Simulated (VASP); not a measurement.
# Cd3SeS2 (P4/mmm) in VASP: a series of runs, part 2 of 2

VASP 6.6.1.

## 3. Relaxation of cell and atoms, PBE

This run uses another cell than the first one, of 29.62 Å³/atom, 1.421 times its volume.

Contents of INCAR:

```
SYSTEM = Cd3SeS2
ALGO = Normal
EDIFF = 1E-7
EDIFFG = -0.04
ENCUT = 600
GGA = PE
IBRION = 2
ISIF = 3
ISMEAR = 0
LASPH = .TRUE.
LCHARG = .FALSE.
LREAL = .FALSE.
LWAVE = .FALSE.
NELM = 80
NSW = 90
PREC = Accurate
SIGMA = 0.1
```

Contents of KPOINTS:

```
k-points
0
G
  4 4 2
  0 0 0
```

Contents of POSCAR:

```
Cd3SeS2
1.0
    3.8287165800      0.0000000000      0.0000000000
    0.0000000000      3.8287165800      0.0000000000
    0.0000000000      0.0000000000     12.1236835100
Cd Se S
3 1 2
Direct
    0.5000000000      0.5000000000      0.1787200000
    0.5000000000      0.5000000000      0.5000000000
    0.5000000000      0.5000000000      0.8212800000
    0.0000000000      0.0000000000      0.0000000000
    0.0000000000      0.0000000000      0.3334420000
    0.0000000000      0.0000000000      0.6665580000
```

Potentials or basis: VASP PAW PBE potentials, release 64 (Cd, Se, S).

On the command line:

```
$ cat potpaw_PBE.64/Cd/POTCAR potpaw_PBE.64/Se/POTCAR potpaw_PBE.64/S/POTCAR > POTCAR
$ mpirun -np 1 vasp_std > vasp.out
```

OUTCAR:

```text
SYSTEM = Cd3SeS2
   EDIFF = 1E-7
   EDIFFG = -0.04
   ENCUT = 600
   GGA = PE
   IBRION = 2
   ISIF = 3
   ISMEAR = 0
   LASPH = .TRUE.
   LREAL = .FALSE.
   NELM = 80
   NSW = 90
   PREC = Accurate

 ion  position               nearest neighbor table
   1  0.500  0.500  0.179-
   2  0.500  0.500  0.500-
   3  0.500  0.500  0.821-
   4  0.000  0.000  0.000-
   5  0.000  0.000  0.333-
   6  0.000  0.000  0.667-

  LATTYP: Found a simple tetragonal cell.
 ALAT       =     3.8287165800
 C/A-ratio  =     3.1665137016

  Lattice vectors:

 A1 = (   3.8287165800,   0.0000000000,   0.0000000000)
 A2 = (   0.0000000000,   3.8287165800,   0.0000000000)
 A3 = (   0.0000000000,   0.0000000000,  12.1236835100)

Analysis of symmetry for initial positions (statically):
=====================================================================
 Subroutine PRICEL returns:
 Original cell was already a primitive cell.

 Routine SETGRP: Setting up the symmetry group for a
 simple tetragonal supercell.

 Subroutine GETGRP returns: Found 16 space group operations
 (whereof 16 operations were pure point group operations)
 out of a pool of 16 trial point group operations.

The static configuration has the point symmetry D_4h.

Analysis of symmetry for dynamics (positions and initial velocities):
=====================================================================
 Subroutine PRICEL returns:
 Original cell was already a primitive cell.

 Routine SETGRP: Setting up the symmetry group for a
 simple tetragonal supercell.

 Subroutine GETGRP returns: Found 16 space group operations
 (whereof 16 operations were pure point group operations)
 out of a pool of 16 trial point group operations.

The dynamic configuration has the point symmetry D_4h.

 Subroutine INISYM returns: Found 16 space group operations
 (whereof 16 operations are pure point group operations),
 and found     1 'primitive' translations

----------------------------------------------------------------------------------------

                                     Primitive cell

  volume of cell :     177.7219

  direct lattice vectors                    reciprocal lattice vectors
     3.828716580  0.000000000  0.000000000     0.261184128  0.000000000  0.000000000
     0.000000000  3.828716580  0.000000000     0.000000000  0.261184128  0.000000000
     0.000000000  0.000000000 12.123683510     0.000000000  0.000000000  0.082483183

  length of vectors
     3.828716580  3.828716580 12.123683510     0.261184128  0.261184128  0.082483183

  position of ions in fractional coordinates (direct lattice)
     0.500000000  0.500000000  0.178720000
     0.500000000  0.500000000  0.500000000
     0.500000000  0.500000000  0.821280000
     0.000000000  0.000000000  0.000000000
     0.000000000  0.000000000  0.333442000
     0.000000000  0.000000000  0.666558000

  ion indices of the primitive-cell ions
   primitive index   ion index
                 1           1
                 2           2
                 3           3
                 4           4
                 5           5
                 6           6

----------------------------------------------------------------------------------------

 KPOINTS: k-points

Automatic generation of k-mesh.
 Grid dimensions read from file:
 generate k-points for:    4    4    2

 Generating k-lattice:

  Cartesian coordinates                     Fractional coordinates (reciprocal lattice)
     0.065296032  0.000000000  0.000000000     0.250000000  0.000000000  0.000000000
     0.000000000  0.065296032  0.000000000     0.000000000  0.250000000  0.000000000
     0.000000000  0.000000000  0.041241591     0.000000000  0.000000000  0.500000000

  Length of vectors
     0.065296032  0.065296032  0.041241591

  Shift w.r.t. Gamma in fractional coordinates (k-lattice)
     0.000000000  0.000000000  0.000000000

 Subroutine IBZKPT returns following result:
 ===========================================

 Found     12 irreducible k-points:

 Following reciprocal coordinates:
            Coordinates               Weight
  0.000000  0.000000  0.000000      1.000000
  0.250000  0.000000  0.000000      4.000000
  0.500000  0.000000  0.000000      2.000000
  0.250000  0.250000  0.000000      4.000000
  0.500000  0.250000  0.000000      4.000000
  0.500000  0.500000  0.000000      1.000000
  0.000000  0.000000  0.500000      1.000000
  0.250000  0.000000  0.500000      4.000000
  0.500000  0.000000  0.500000      2.000000
  0.250000  0.250000  0.500000      4.000000
  0.500000  0.250000  0.500000      4.000000
  0.500000  0.500000  0.500000      1.000000
   k-points           NKPTS =     12   k-points in BZ     NKDIM =     12   number of bands    NBANDS=     32
   number of dos      NEDOS =    301   number of ions     NIONS =      6
   total plane-waves  NPLWV = 100352
   dimension x,y,z NGX =    32 NGY =   32 NGZ =   98
   dimension x,y,z NGXF=    64 NGYF=   64 NGZF=  196
   ions per type =               3   1   2
   NGX,Y,Z   is equivalent  to a cutoff of  13.89, 13.89, 13.44 a.u.
   NGXF,Y,Z  is equivalent  to a cutoff of  27.79, 27.79, 26.88 a.u.
 SYSTEM =  Cd3SeS2
   PREC   = accura    normal or accurate (medium, high low for compatibility)
   ISTART =      0    job   : 0-new  1-cont  2-samecut
   ICHARG =      2    charge: 1-file 2-atom 10-const
   ISPIN  =      1    spin polarized calculation?
   LNONCOLLINEAR =      F non collinear calculations
   LSORBIT =      F    spin-orbit coupling
   LASPH  =      T    aspherical Exc in radial PAW
   ENCUT  =  600.0 eV  44.10 Ry    6.64 a.u.   7.65  7.65 24.21*2*pi/ulx,y,z
   NELM   =     80;   NELMIN=  2; NELMDL= -5     # of ELM steps
   EDIFF  = 0.1E-06   stopping-criterion for ELM
   LREAL  =      F    real-space projection
   EDIFFG = -.4E-01   stopping-criterion for IOM
   NSW    =     90    number of steps for IOM
   IBRION =      2    ionic relax: 0-MD 1-quasi-New 2-CG
   NFREE  =      1    steps in history (QN), initial steepest desc. (CG)
   ISIF   =      3    stress and relaxation
   ISYM   =      2    0-nonsym 1-usesym 2-fastsym
   POTIM  = 0.5000    time-step for ionic-motion
   TEBEG  =    0.0;   TEEND  =   0.0 temperature during run
   PSTRESS=    0.0 pullay stress
   NELECT =      54.0000    total number of electrons
   NUPDOWN=      -1.0000    fix difference up-down
   EMIN   =  10.00;   EMAX   =-10.00  energy-range for DOS
   EFERMI =   0.00;   METHOD = LEGACY
   ISMEAR =     0;   SIGMA  =   0.10  broadening in eV -4-tet -1-fermi 0-gaus
   EFERMI_NEDOS =   21; number of points for ismear=-14 and -15
   IALGO  =     38    algorithm
   IMIX   =      4    mixing-type and parameters
     AMIX     =   0.40;   BMIX     =  1.00
     AMIX_MAG =   1.60;   BMIX_MAG =  1.00
  volume/ion in A,a.u.               =      29.62       199.89
  Fermi-wavevector in a.u.,A,eV,Ry     =   1.100590  2.079814 16.480728  1.211299
  Thomas-Fermi vector in A             =   2.237004
   LORBIT       =      0    0 simple, 1 ext, 2 COOP (PROOUT), +10 PAW based schemes
   GGA     = PE    functional components
   LHFCALC =     F    Hartree Fock is set to
   AEXX    =    0.0000 exact exchange contribution
   IVDW    =     0    specifies the selected vdW correction
   LEPSILON=     F    determine dielectric tensor
   LRPA    =     F    only Hartree local field effects (RPA)
 conjugate gradient relaxation of ions
 non-spin polarized calculation
 Gauss-broadening in eV      SIGMA  =   0.10
  energy-cutoff  :      600.00
  volume of cell :      177.72
 maximum number of plane-waves:      6001
 NGX is ok and might be reduce to    32
   NGX = 15   NGY = 15   NGZ = 49

--------------------------------------- Ionic step        1  -------------------------------------------

 number of electron      53.9999989 magnetization

 Free energy of the ion-electron system (eV)
  ---------------------------------------------------
  ext. energy  EPLUGINS =         0.00000000
  ---------------------------------------------------
  free energy    TOTEN  =       -11.79149351 eV

  energy without entropy =      -11.75001608  energy(sigma->0) =      -11.77075479

 E-fermi :   0.7489     XC(G=0):  -8.9322

 val. band max:        0.7302188857   @ k =   0.5000   0.0000   0.0000
 cond. band min:       0.7587643990   @ k =   0.5000   0.0000   0.5000
 fundamental gap:      0.0285455133
 Fermi energy:         0.7488854074

 k-point     1 :       0.0000    0.0000    0.0000
  band No.  band energies     occupation
      1     -11.2990      2.00000
      2     -10.6295      2.00000
      3     -10.5022      2.00000
      4      -7.4378      2.00000
      5      -7.4337      2.00000
      6      -7.3935      2.00000
[... 522 lines left out ...]
  FREE ENERGIE OF THE ION-ELECTRON SYSTEM (eV)
  ---------------------------------------------------
  free  energy   TOTEN  =       -14.0818583812 eV

  energy  without entropy=      -14.0514421526  energy(sigma->0) =      -14.06665027

[... ionic steps 4 to 7 ...]

--------------------------------------- Ionic step        8  -------------------------------------------

 number of electron      54.0000000 magnetization

------------------------ aborting loop because EDIFF is reached ----------------------------------------
[... 75 lines left out ...]
--------------------------------------- Ionic step       10  -------------------------------------------

 number of electron      54.0000004 magnetization

 Free energy of the ion-electron system (eV)
  ---------------------------------------------------
  ext. energy  EPLUGINS =         0.00000000
  ---------------------------------------------------
  free energy    TOTEN  =       -14.14052973 eV

  energy without entropy =      -14.12206260  energy(sigma->0) =      -14.13129616

 E-fermi :   3.6142     XC(G=0): -10.5504

 val. band max:        3.5371568206   @ k =   0.5000   0.0000   0.0000
 cond. band min:       3.6208862133   @ k =   0.5000   0.5000   0.0000
 fundamental gap:      0.0837293927
 Fermi energy:         3.6141922138

 k-point     1 :       0.0000    0.0000    0.0000
  band No.  band energies     occupation
      1      -9.9932      2.00000
      2      -9.4607      2.00000
      3      -9.2463      2.00000
      4      -5.1212      2.00000
      5      -5.1210      2.00000
      6      -5.0901      2.00000
[... 442 lines left out ...]
  FREE ENERGIE OF THE ION-ELECTRON SYSTEM (eV)
  ---------------------------------------------------
  free  energy   TOTEN  =       -14.1405297290 eV

  energy  without entropy=      -14.1220625963  energy(sigma->0) =      -14.13129616

 reached required accuracy - stopping structural energy minimisation
```

Run time: 12 min. Hardware: 1 thread of Intel Xeon Platinum 8259CL at 2.50GHz (Skylake/Cascade Lake), shared host; peak memory 0.37 GiB.

Results:

```yaml
Free_energy: -14.1405 eV
Relaxed_volume: 20.89 Å³/atom
Relaxed_cell: a = 3.404 Å, b = 3.404 Å, c = 10.821 Å, α = 90.00°, β = 90.00°, γ = 90.00°
Space_group_after_relaxing_to_0.05_Å: P4/mmm (No. 123)
Energy_gained_by_relaxing: 391.5 meV/atom
Ionic_steps: 10
Pressure_after_relaxing: 0.0 GPa
Largest_force_after_relaxing: 0.029 eV/Å
Band_gap_on_the_k_mesh: zero (band 27 reaches 3.77 eV, above the bottom of band 28 at 2.83 eV)
```

Forces in eV/Å, atoms in the order of the input:
```
Cd   0.000  0.000  0.001
Cd   0.000  0.000  0.000
Cd   0.000  0.000 -0.001
Se   0.000  0.000  0.000
S    0.000  0.000 -0.029
S    0.000  0.000  0.029
```

Stress tensor (GPa, compression positive):
```
-0.01  0.00  0.00
 0.00 -0.01  0.00
 0.00  0.00  0.09
```

The path:
```csv
step,energy change (eV),largest force (eV/Å),pressure (GPa),volume (Å³)
1,0.0000,0.3470,-9.54,177.72
2,-2.1055,0.3324,-4.66,136.10
3,-2.2904,0.3075,-0.41,125.37
4,-2.2915,0.3042,0.12,124.36
5,-2.3021,0.2762,0.13,124.34
6,-2.3268,0.1945,0.22,124.26
7,-2.3445,0.0990,0.57,124.10
8,-2.3379,0.0807,-1.24,128.04
9,-2.3474,0.0890,-0.10,125.47
10,-2.3490,0.0289,0.02,125.35
```

Final structure:
```cif
data_structure
_symmetry_space_group_name_H-M 'P 1'
_symmetry_Int_Tables_number 1
_cell_length_a 3.4035
_cell_length_b 3.4035
_cell_length_c 10.8211
_cell_angle_alpha 90.000
_cell_angle_beta 90.000
_cell_angle_gamma 90.000
_cell_volume 125.35
loop_
_atom_site_label
_atom_site_type_symbol
_atom_site_fract_x
_atom_site_fract_y
_atom_site_fract_z
_atom_site_occupancy
Cd1 Cd 0.50000 0.50000 0.19676 1
Cd2 Cd 0.50000 0.50000 0.50000 1
Cd3 Cd 0.50000 0.50000 0.80324 1
Se1 Se 0.00000 0.00000 0.00000 1
S1 S 0.00000 0.00000 0.33723 1
S2 S 0.00000 0.00000 0.66277 1
```

Caveat: the k points lie up to 0.46 Å⁻¹ apart in the final cell; the volume moved by over 15 % at a fixed basis, so the end points are rough.

## 4. Single point, PBE

This run uses another cell than the first one, of 20.75 Å³/atom, 0.996 times its volume.

Contents of INCAR:

```
SYSTEM = Cd3SeS2
  PREC = Accurate
  ENCUT = 520
  EDIFF = 1E-6
  ISMEAR = 0
  SIGMA = 0.1
  LREAL = .FALSE.
  LASPH = .TRUE.
  NELM = 80
  ALGO = Normal
  ISIF = 2
  LWAVE = .FALSE.
  LCHARG = .FALSE.
  GGA = PE
  NBANDS = 36
```

Contents of KPOINTS:

```
Automatic mesh
0
G
  12 12 4
  0 0 0
```

Contents of POSCAR:

```
Cd3SeS2
1.0
    3.4201129111      0.0000000000      0.0000000000
    0.0000000000      3.4201129111      0.0000000000
    0.0000000000      0.0000000000     10.6453014817
Cd Se S
3 1 2
Direct
    0.5000000000      0.5000000000      0.1899073583
    0.5000000000      0.5000000000      0.5000000000
    0.5000000000      0.5000000000      0.8100926417
    0.0000000000      0.0000000000      0.0000000000
    0.0000000000      0.0000000000      0.3367733969
    0.0000000000      0.0000000000      0.6632266031
```

On the command line:

```
$ cat potpaw_PBE.64/Cd/POTCAR potpaw_PBE.64/Se/POTCAR potpaw_PBE.64/S/POTCAR > POTCAR
$ mpirun -np 1 vasp_std > vasp.out
```

It took 6 min on 1 thread of Intel Xeon Platinum 8259CL at 2.50GHz (Skylake/Cascade Lake), shared host; peak memory 0.46 GiB.

The run converged. Its results:

```yaml
Free_energy: -14.1006 eV
Pressure: 0.3 GPa
Largest_force: 0.011 eV/Å
Band_gap_on_the_k_mesh: zero (band 27 reaches 4.03 eV, above the bottom of band 28 at 2.97 eV)
```

Forces in eV/Å, atoms in the order of the input:
```
Cd   0.000  0.000 -0.011
Cd   0.000  0.000  0.000
Cd   0.000  0.000  0.011
Se   0.000  0.000  0.000
S    0.000  0.000  0.005
S    0.000  0.000 -0.005
```

Levels at points of the mesh, in eV from the Fermi level:
| k point | band 23 | band 24 | band 25 | band 26 | band 27 | band 28 | band 29 | band 30 | band 31 | band 32 |
| --- | --- | --- | --- | --- | --- | --- | --- | --- | --- | --- |
| (0.00, 0.00, 0.00) | -1.13 | -1.13 | -0.50 | -0.50 | 0.02 | 0.02 | 1.85 | 2.17 | 5.61 | 5.80 |
| (0.50, 0.00, 0.00) | -3.38 | -0.23 | -0.08 | -0.06 | -0.06 | 0.06 | 0.58 | 2.97 | 4.03 | 5.94 |
| (0.50, 0.50, 0.00) | -2.86 | -2.86 | -1.61 | -1.55 | -1.01 | -0.09 | 0.01 | 0.62 | 2.68 | 2.68 |
| (0.00, 0.00, 0.50) | -1.02 | -0.72 | -0.72 | 0.14 | 0.14 | 0.38 | 0.65 | 3.22 | 4.25 | 6.68 |
| (0.50, 0.00, 0.50) | -1.81 | -1.52 | -1.21 | -0.08 | -0.06 | 0.58 | 2.29 | 2.42 | 4.25 | 4.40 |
| (0.50, 0.50, 0.50) | -2.23 | -2.23 | -1.93 | -0.87 | -0.71 | -0.66 | -0.51 | 1.70 | 1.70 | 1.81 |

## 5. Overview

| task | cell | k mesh | cutoff (eV) | gap on the mesh (eV) | pressure (GPa) | relaxed volume (Å³/atom) | largest force (eV/Å) |
| --- | --- | --- | --- | --- | --- | --- | --- |
| relaxation of cell and atoms | relaxed from a = 3.398, b = 3.398, c = 10.828 Å, 6 atoms | 6 × 6 × 2 | 600 | none | -0.1 | 20.84 | 0.03 |
| relaxation of cell and atoms | relaxed from a = 3.829, b = 3.829, c = 12.124 Å, 6 atoms | 4 × 4 × 2 | 600 | none | 0.0 | 20.89 | 0.03 |
| single point | a = 3.420, b = 3.420, c = 10.645 Å, 6 atoms | 12 × 12 × 4 | 520 | none | 0.3 | - | 0.01 |

Alike in all rows: level PBE; potentials or basis VASP PAW PBE potentials, release 64 (Cd, Se, S); no spin polarisation; smearing gaussian 0.1 eV.

Caveats: some runs use coarse meshes; the volume moved by over 15 % at a fixed basis, so the end points are rough (some runs).

Total energies depend on the potentials used, so only differences within one code and one set of settings carry meaning.
